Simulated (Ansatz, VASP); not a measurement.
# One calculation of Mg2CdS3, two programs

```
Mg Cd S
1.0
    -1.96530    1.96530    8.33806
     1.96530   -1.96530    8.33806
     1.96530    1.96530   -8.33806
Mg Cd S
2 1 3
Direct
  0.83333 0.83333 0.00000
  0.16667 0.16667 0.00000
  0.50000 0.50000 0.00000
  0.58333 0.08333 0.50000
  0.25000 0.75000 0.50000
  0.91667 0.41667 0.50000
```

Alike in both runs: task relaxation of cell and atoms; functional PBE; k mesh 6 × 6 × 6; occupations gaussian, width 0.1 eV; no spin polarisation.

|  | VASP | Ansatz |
| --- | --- | --- |
| version | VASP 6.6.1 | Ansatz 0.2.0 |
| potentials or method | VASP PAW PBE potentials, release 64 (Mg, Cd, S), cutoff 600 eV | scalar-relativistic, plane waves, PAW |
| valence electrons in the cell | 34 | 58 |

|  | VASP | Ansatz | Ansatz less VASP |
| --- | --- | --- | --- |
| gap on the k mesh at the Fermi level, each at its own relaxed structure (eV) | 2.36 | 2.39 | +0.030 |
| relaxed volume (Å³/atom) | 24.11 | 23.94 | -0.168 |
| relaxed cell length with the largest relative difference (Å) | 9.119 | 9.090 | -0.0294 |

VASP's potentials hold 34 valence electrons a cell and Ansatz's 58, so a difference there can come from the potentials and not from the codes.
